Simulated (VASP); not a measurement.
The system is MnS.

```xyz
2
Lattice="0.0000 2.4824 2.4824 2.4824 0.0000 2.4824 2.4824 2.4824 0.0000" Properties=species:S:1:pos:R:3 pbc="T T T"
Mn    0.0000    0.0000    0.0000
S     3.7236    3.7236    3.7236
```

Program: VASP 6.6.1. Alike in all runs: task single point; level PBEsol; potentials or basis VASP PAW PBE potentials, release 64 (Mn_pv, S); spin collinear, ferromagnetic start; cell as given; k mesh 16 × 16 × 16; cutoff (eV) 520; smearing gaussian 0.15 eV.

**Question.** Order these runs on this cell by their pressure, lowest first.
A. fixed moment (μB) 3.0625
B. fixed moment (μB) 2.1875
C. fixed moment (μB) 2.625
D. fixed moment (μB) 1.75

**Answer.** D (3.4 GPa), B (7.3 GPa), C (11.8 GPa), A (16.9 GPa).

Caveats: the cell stands under pressure; the PAW data sets were made with another functional, which shifts forces and pressure a little; the total moment is fixed, so each spin has its own Fermi level; a cell with one magnetic atom can't hold antiferromagnetic order, which such compounds often take.
